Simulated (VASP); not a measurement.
# KF (R-3m) in VASP: notebook

The runs below take KF through single point, with LDA.

Program: VASP 6.6.1. These are calculated values, not measurements. Logs are shortened: lines on timing, memory, paths and dates and some standing lists are left out, and cuts for length are marked.

### 1 The cell of the first run

It takes space group R-3m (No. 166, trigonal). Conventional cell: a = 3.591 Å, b = 3.591 Å, c = 8.655 Å, α = 90.00°, β = 90.00°, γ = 120.00°. K (site symmetry -3m) has 6 F at 2.53 Å within 3.3 Å. F (site symmetry -3m) has 6 K at 2.53 Å within 3.3 Å.

### 2 Single point, LDA

Contents of INCAR:

```
PREC = Accurate
ENCUT = 520
EDIFF = 1E-6
ISMEAR = 0
SIGMA = 0.05
LREAL = False
LASPH = True
NELM = 100
ALGO = Normal
ISIF = 2
LWAVE = False
LCHARG = False
NBANDS = 15
```

Contents of KPOINTS:

```
Automatic mesh
0
Gamma
  8 8 8
```

Contents of POSCAR:

```
KF
1.0
   -0.0269131382      2.5120621600      2.5120621600
    2.5120621600     -0.0269131382      2.5120621600
    2.5120621600      2.5120621600     -0.0269131382
K F
1 1
Direct
    0.0000000000      0.0000000000      0.0000000000
    0.5000000000      0.5000000000      0.5000000000
```

Potentials or basis: VASP PAW LDA potentials, release 64 (K_sv, F).

Launch:

```sh
cat potpaw_LDA.64/K_sv/POTCAR potpaw_LDA.64/F/POTCAR > POTCAR
mpirun -np 1 vasp_std > vasp.out
```

OUTCAR:

```text
PREC = Accurate
   ENCUT = 520
   EDIFF = 1E-6
   ISMEAR = 0
   LREAL = False
   LASPH = True
   NELM = 100
   ISIF = 2

 ion  position               nearest neighbor table
   1  0.000  0.000  0.000-   2 2.53   2 2.53   2 2.53   2 2.53   2 2.53   2 2.53
   2  0.500  0.500  0.500-   1 2.53   1 2.53   1 2.53   1 2.53   1 2.53   1 2.53

  LATTYP: Found a trigonal (rhomboedric) cell.
 ALAT       =     3.5526943168
 COS(alpha) =     0.4892583576

  Lattice vectors:

 A1 = (  -0.0269131382,   2.5120621600,   2.5120621600)
 A2 = (   2.5120621600,  -0.0269131382,   2.5120621600)
 A3 = (   2.5120621600,   2.5120621600,  -0.0269131382)

Analysis of symmetry for initial positions (statically):
=====================================================================
 Subroutine PRICEL returns:
 Original cell was already a primitive cell.

 Routine SETGRP: Setting up the symmetry group for a
 trigonal (rhombohedral) supercell.

 Subroutine GETGRP returns: Found 12 space group operations
 (whereof 12 operations were pure point group operations)
 out of a pool of 12 trial point group operations.

The static configuration has the point symmetry D_3d.

Analysis of symmetry for dynamics (positions and initial velocities):
=====================================================================
 Subroutine PRICEL returns:
 Original cell was already a primitive cell.

 Routine SETGRP: Setting up the symmetry group for a
 trigonal (rhombohedral) supercell.

 Subroutine GETGRP returns: Found 12 space group operations
 (whereof 12 operations were pure point group operations)
 out of a pool of 12 trial point group operations.

The dynamic configuration has the point symmetry D_3d.

 Subroutine INISYM returns: Found 12 space group operations
 (whereof 12 operations are pure point group operations),
 and found     1 'primitive' translations

----------------------------------------------------------------------------------------

                                     Primitive cell

  volume of cell :      32.2140

  direct lattice vectors                    reciprocal lattice vectors
    -0.026913138  2.512062160  2.512062160    -0.195869249  0.197990432  0.197990432
     2.512062160 -0.026913138  2.512062160     0.197990432 -0.195869249  0.197990432
     2.512062160  2.512062160 -0.026913138     0.197990432  0.197990432 -0.195869249

  length of vectors
     3.552694317  3.552694317  3.552694317     0.341709211  0.341709211  0.341709211

  position of ions in fractional coordinates (direct lattice)
     0.000000000  0.000000000  0.000000000
     0.500000000  0.500000000  0.500000000

  ion indices of the primitive-cell ions
   primitive index   ion index
                 1           1
                 2           2

----------------------------------------------------------------------------------------

 KPOINTS: Automatic mesh

Automatic generation of k-mesh.
 Grid dimensions read from file:
 generate k-points for:    8    8    8

 Generating k-lattice:

  Cartesian coordinates                     Fractional coordinates (reciprocal lattice)
    -0.024483656  0.024748804  0.024748804     0.125000000  0.000000000 -0.000000000
     0.024748804 -0.024483656  0.024748804     0.000000000  0.125000000 -0.000000000
     0.024748804  0.024748804 -0.024483656     0.000000000  0.000000000  0.125000000

  Length of vectors
     0.042713651  0.042713651  0.042713651

  Shift w.r.t. Gamma in fractional coordinates (k-lattice)
     0.000000000  0.000000000  0.000000000

 Subroutine IBZKPT returns following result:
 ===========================================

 Found     65 irreducible k-points:

 Following reciprocal coordinates:
            Coordinates               Weight
  0.000000  0.000000  0.000000      1.000000
  0.125000  0.000000  0.000000      6.000000
  0.250000  0.000000  0.000000      6.000000
  0.375000  0.000000  0.000000      6.000000
  0.500000  0.000000  0.000000      3.000000
  0.125000  0.125000 -0.000000      6.000000
[... 16 lines left out ...]
  0.250000  0.125000  0.125000      6.000000
  0.375000  0.125000  0.125000      6.000000
 [... further k-points ...]
   k-points           NKPTS =     65   k-points in BZ     NKDIM =     65   number of bands    NBANDS=     15
   number of dos      NEDOS =    301   number of ions     NIONS =      2
   total plane-waves  NPLWV =  21952
   dimension x,y,z NGX =    28 NGY =   28 NGZ =   28
   dimension x,y,z NGXF=    56 NGYF=   56 NGZF=   56
   ions per type =               1   1
   NGX,Y,Z   is equivalent  to a cutoff of  13.10, 13.10, 13.10 a.u.
   NGXF,Y,Z  is equivalent  to a cutoff of  26.20, 26.20, 26.20 a.u.
 SYSTEM =  unknown system
   PREC   = accura    normal or accurate (medium, high low for compatibility)
   ISTART =      0    job   : 0-new  1-cont  2-samecut
   ICHARG =      2    charge: 1-file 2-atom 10-const
   ISPIN  =      1    spin polarized calculation?
   LNONCOLLINEAR =      F non collinear calculations
   LSORBIT =      F    spin-orbit coupling
   LASPH  =      T    aspherical Exc in radial PAW
   ENCUT  =  520.0 eV  38.22 Ry    6.18 a.u.   6.61  6.61  6.61*2*pi/ulx,y,z
   NELM   =    100;   NELMIN=  2; NELMDL= -5     # of ELM steps
   EDIFF  = 0.1E-05   stopping-criterion for ELM
   LREAL  =      F    real-space projection
   EDIFFG = 0.1E-04   stopping-criterion for IOM
   NSW    =      0    number of steps for IOM
   IBRION =     -1    ionic relax: 0-MD 1-quasi-New 2-CG
   NFREE  =      0    steps in history (QN), initial steepest desc. (CG)
   ISIF   =      2    stress and relaxation
   ISYM   =      2    0-nonsym 1-usesym 2-fastsym
   POTIM  = 0.5000    time-step for ionic-motion
   TEBEG  =    0.0;   TEEND  =   0.0 temperature during run
   PSTRESS=    0.0 pullay stress
   NELECT =      16.0000    total number of electrons
   NUPDOWN=      -1.0000    fix difference up-down
   EMIN   =  10.00;   EMAX   =-10.00  energy-range for DOS
   EFERMI =   0.00;   METHOD = LEGACY
   ISMEAR =     0;   SIGMA  =   0.05  broadening in eV -4-tet -1-fermi 0-gaus
   EFERMI_NEDOS =   21; number of points for ismear=-14 and -15
   IALGO  =     38    algorithm
   IMIX   =      4    mixing-type and parameters
     AMIX     =   0.40;   BMIX     =  1.00
     AMIX_MAG =   1.60;   BMIX_MAG =  1.00
  volume/ion in A,a.u.               =      16.11       108.70
  Fermi-wavevector in a.u.,A,eV,Ry     =   1.296482  2.449996 22.869577  1.680866
  Thomas-Fermi vector in A             =   2.427936
   LORBIT       =      0    0 simple, 1 ext, 2 COOP (PROOUT), +10 PAW based schemes
   GGA     = CA    functional components
   LHFCALC =     F    Hartree Fock is set to
   AEXX    =    0.0000 exact exchange contribution
   IVDW    =     0    specifies the selected vdW correction
   LEPSILON=     F    determine dielectric tensor
   LRPA    =     F    only Hartree local field effects (RPA)
 non-spin polarized calculation
 Gauss-broadening in eV      SIGMA  =   0.05
  energy-cutoff  :      520.00
  volume of cell :       32.21
 maximum number of plane-waves:       889
 NGX is ok and might be reduce to    28
   NGX = 13   NGY = 13   NGZ = 13

 number of electron      15.9999992 magnetization

 Free energy of the ion-electron system (eV)
  ---------------------------------------------------
  ext. energy  EPLUGINS =         0.00000000
  ---------------------------------------------------
  free energy    TOTEN  =        -9.04277713 eV

  energy without entropy =       -9.04277713  energy(sigma->0) =       -9.04277713

 E-fermi :  -2.4313     XC(G=0):  -9.9349

 val. band max:       -2.6838058550   @ k =   0.5000   0.5000  -0.0000
 cond. band min:       4.0437935100   @ k =   0.0000   0.0000   0.0000
 fundamental gap:      6.7275993650
 Fermi energy:        -2.4313474592

 k-point     1 :       0.0000    0.0000    0.0000
  band No.  band energies     occupation
      1     -27.9524      2.00000
      2     -20.9949      2.00000
      3     -11.2466      2.00000
      4     -11.2466      2.00000
      5     -11.2267      2.00000
      6      -2.6993      2.00000
      7      -2.6993      2.00000
      8      -2.6870      2.00000
      9       4.0438      0.00000
     10       8.1667      0.00000
     11       8.1667      0.00000
     12       8.3674      0.00000
     13      10.2240      0.00000
     14      10.2240      0.00000
     15      14.7317      0.00000

 k-point     2 :       0.1250    0.0000    0.0000
  band No.  band energies     occupation
      1     -27.9202      2.00000
      2     -21.0307      2.00000
      3     -11.3018      2.00000
      4     -11.2519      2.00000
      5     -11.2368      2.00000
      6      -2.8886      2.00000
      7      -2.7838      2.00000
      8      -2.7695      2.00000
      9       4.5489      0.00000
     10       7.9119      0.00000
     11       8.4181      0.00000
     12       8.6045      0.00000
     13      10.4326      0.00000
     14      10.4356      0.00000
     15      15.6589      0.00000

 k-point     3 :       0.2500    0.0000    0.0000
  band No.  band energies     occupation
      1     -27.8409      2.00000
      2     -21.1187      2.00000
      3     -11.4384      2.00000
      4     -11.2644      2.00000
      5     -11.2553      2.00000
      6      -3.2874      2.00000
      7      -2.9815      2.00000
      8      -2.9595      2.00000
      9       5.7377      0.00000
     10       7.6280      0.00000
     11       9.0593      0.00000
     12       9.2525      0.00000
     13      11.0372      0.00000
     14      11.0538      0.00000
     15      17.2356      0.00000
[... 343 lines left out ...]
 k-point    23 :       0.2500    0.1250    0.1250
  band No.  band energies     occupation
      1     -27.8707      2.00000
      2     -21.0768      2.00000
      3     -11.3606      2.00000
      4     -11.3454      2.00000
      5     -11.2285      2.00000
      6      -3.1741      2.00000
      7      -2.9707      2.00000
      8      -2.7296      2.00000
      9       5.2747      0.00000
     10       7.5566      0.00000
     11       8.7033      0.00000
     12       9.1729      0.00000
     13      10.7226      0.00000
     14      10.7637      0.00000
     15      16.9330      0.00000

 k-point    24 :       0.3750    0.1250    0.1250
  band No.  band energies     occupation
      1     -27.7918      2.00000
      2     -21.1542      2.00000
      3     -11.5197      2.00000
      4     -11.4037      2.00000
      5     -11.2417      2.00000
      6      -3.4716      2.00000
      7      -3.1528      2.00000
      8      -2.8339      2.00000
      9       6.3790      0.00000
     10       7.4151      0.00000
     11       9.3721      0.00000
     12       9.7755      0.00000
     13      11.3269      0.00000
     14      11.6702      0.00000
     15      17.2262      0.00000

 [... further k-points ...]

------------------------ aborting loop because EDIFF is reached ----------------------------------------

  FORCE on cell =-STRESS in cart. coord.  units (eV):
  Direction    XX          YY          ZZ          XY          YZ          ZX
  --------------------------------------------------------------------------------------
  -------------------------------------------------------------------------------------
  Total        0.7513849      0.7513849      0.7513849      0.0224586      0.0224586      0.0224586
  in kB       37.3704569     37.3704569     37.3704569      1.1169866      1.1169866      1.1169866
  external PRESSURE =      37.3704569 kB  Pullay stress =       0.0000000 kB

 VOLUME and BASIS-vectors are now :
 -----------------------------------------------------------------------------
  energy-cutoff  :      520.00
  volume of cell :       32.21
      direct lattice vectors                 reciprocal lattice vectors
    -0.026913138  2.512062160  2.512062160    -0.195869249  0.197990432  0.197990432
     2.512062160 -0.026913138  2.512062160     0.197990432 -0.195869249  0.197990432
     2.512062160  2.512062160 -0.026913138     0.197990432  0.197990432 -0.195869249

 POSITION                                       TOTAL-FORCE (eV/Angst)
 -----------------------------------------------------------------------------------
      0.00000      0.00000      0.00000        -0.000000      0.000000     -0.000000
      2.49861      2.49861      2.49861         0.000000     -0.000000      0.000000
 -----------------------------------------------------------------------------------
    total drift:                                0.000000      0.000000      0.000000

  FREE ENERGIE OF THE ION-ELECTRON SYSTEM (eV)
  ---------------------------------------------------
  free  energy   TOTEN  =        -9.0427771336 eV

  energy  without entropy=       -9.0427771336  energy(sigma->0) =       -9.04277713
```

Wall time 24 s (1 thread of Intel Xeon Platinum 8259CL at 2.50GHz (Skylake/Cascade Lake), shared host); peak memory 0.16 GiB.

Results:

| Property | Result |
| --- | --- |
| Free energy | -9.0428 eV |
| Pressure | 3.7 GPa |
| Band gap on the k mesh | 6.73 eV, indirect (the least direct gap lies 3.2 meV higher) |

As with any semilocal functional, this LDA gap is likely too small.

### 3 Single point, LDA

Contents of INCAR:

```
SYSTEM = KF
PREC = Accurate
ENCUT = 520
EDIFF = 1E-6
ISMEAR = 0
SIGMA = 0.05
LREAL = .False.
LASPH = .True.
NELM = 80
ALGO = Normal
ISIF = 2
LWAVE = .False.
LCHARG = .True.
GGA = CA
LELF = .True.
LVHAR = .True.
NBANDS = 15
```

Contents of KPOINTS:

```
Automatic mesh
0
Gamma
  8 8 8
  0 0 0
```

Contents of POSCAR:

```
KF
1.0
    0.0271291120      2.5390839250      2.5390839250
    2.5390839250      0.0271291120      2.5390839250
    2.5390839250      2.5390839250      0.0271291120
K F
1 1
Direct
    0.0000000000      0.0000000000      0.0000000000
    0.5000000000      0.5000000000      0.5000000000
```

Potentials or basis: VASP PAW LDA potentials, release 64 (K_sv, F).

Launch:

```sh
cat potpaw_LDA.64/K_sv/POTCAR potpaw_LDA.64/F/POTCAR > POTCAR
mpirun -np 1 vasp_std > vasp.out
```

Run time: 34 s. Hardware: 1 thread of Intel Xeon Platinum 8259CL at 2.50GHz (Skylake/Cascade Lake), shared host; peak memory 0.16 GiB.

Results (log left out):

```yaml
Free_energy: -9.0427 eV
Pressure: 3.7 GPa
Band_gap_on_the_k_mesh: 6.73 eV, indirect (least direct gap 6.73 eV)
```

Stress tensor (GPa, compression positive):
```
 3.74 -0.12 -0.12
-0.12  3.74 -0.12
-0.12 -0.12  3.74
```

Levels at points of the mesh, in eV from the valence-band top:
```csv
k point,band 5,band 6,band 7,band 8,band 9,band 10,band 11,band 12
"(0.00, 0.00, 0.00)",-8.55,-0.02,-0.01,-0.01,6.73,10.79,10.98,10.98
"(0.50, 0.00, 0.00)",-8.60,-1.08,-0.58,-0.55,9.47,11.53,12.68,12.86
"(0.50, 0.50, 0.00)",-8.93,-0.08,-0.01,0.00,7.94,11.09,12.79,14.47
"(0.50, 0.50, 0.50)",-8.59,-1.07,-0.53,-0.53,9.42,11.46,12.73,12.73
```

A k mesh can miss the band edges.

### 4 Single point, LDA

This run uses another cell than the first one, of 18.31 Å³/atom, 1.137 times its volume.

Contents of INCAR:

```
PREC = Accurate ; ENCUT = 520
EDIFF = 1E-7 ; ISMEAR = 0
SIGMA = 0.05 ; LREAL = F
LASPH = T ; NELM = 80
ALGO = Normal ; ISIF = 2
LWAVE = F ; LCHARG = T
LELF = T ; LVHAR = T
NBANDS = 15
```

Contents of KPOINTS:

```
regular mesh
0
Gamma
  8 8 8
```

Contents of POSCAR:

```
KF
1.0
   -0.0839196841      2.5943681055      2.5943681055
    2.5943681055     -0.0839196841      2.5943681055
    2.5943681055      2.5943681055     -0.0839196841
K F
1 1
Direct
    0.0000000000      0.0000000000      0.0000000000
    0.5000000000      0.5000000000      0.5000000000
```

Launch:

```sh
cat potpaw_LDA.64/K_sv/POTCAR potpaw_LDA.64/F/POTCAR > POTCAR
mpirun -np 1 vasp_std > vasp.out
```

Wall time 28 s (1 thread of Intel Xeon Platinum 8259CL at 2.50GHz (Skylake/Cascade Lake), shared host); peak memory 0.16 GiB.

Results (log left out):

```yaml
Free_energy: -9.0547 eV
Pressure: -2.3 GPa
Band_gap_on_the_k_mesh: 5.96 eV, direct
```

Stress tensor (GPa, compression positive):
```
-2.25  0.42  0.42
 0.42 -2.25  0.42
 0.42  0.42 -2.25
```

Levels at points of the mesh, in eV from the valence-band top:
```csv
k point,band 4,band 5,band 6,band 7,band 8,band 9,band 10,band 11,band 12,band 13
"(0.00, 0.00, 0.00)",-9.02,-8.99,-0.04,-0.04,0.00,5.96,10.40,10.40,10.95,12.39
"(0.50, 0.00, 0.00)",-9.04,-9.04,-0.93,-0.45,-0.37,8.87,10.44,11.86,12.35,14.44
"(0.50, 0.50, 0.00)",-9.29,-9.24,-0.23,-0.09,-0.06,7.89,10.29,11.69,13.73,14.42
"(0.50, 0.50, 0.50)",-9.08,-9.08,-0.93,-0.49,-0.49,9.01,10.63,12.17,12.17,14.59
```

A k mesh can miss the band edges.

(Continued in part 2 of 2.)
